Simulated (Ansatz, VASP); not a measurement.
Ta in VASP and in Ansatz

```xyz
1
Lattice="0.0000 2.0859 2.0859 2.0859 0.0000 2.0859 2.0859 2.0859 0.0000" Properties=species:S:1:pos:R:3 pbc="T T T"
Ta    0.0000    0.0000    0.0000
```

Alike in both runs: task electric field gradients; functional r2SCAN; k mesh 14 × 14 × 14; occupations tetrahedron; no spin polarisation.

|  | VASP | Ansatz |
| --- | --- | --- |
| version | VASP 6.6.1 | Ansatz 0.2.0 |
| potentials or method | VASP PAW PBE potentials, release 64 (Ta_pv) | PAW with Ansatz's default frozen-core files, scalar-relativistic |
| plane-wave cutoff (eV) | 520 | 500 |
| valence electrons in the cell | 11 | 13 |

```csv
,VASP,Ansatz,Ansatz less VASP
gap on the k mesh at the Fermi level (eV),none,none,-
pressure (GPa),6.1,5.5,-0.58
```

VASP's potentials were made for PBE, not for r2SCAN. A gap of «none» marks a metal or a gap that the smearing closes. The functional is the same, so the differences come from potentials, cutoffs and numerics. VASP's potentials hold 11 valence electrons a cell and Ansatz's 13, so a difference there can come from the potentials and not from the codes. Ansatz's warnings: band table not solved further, tetrahedron derivatives may miss energy slope.

Spin-orbit coupling is off throughout.
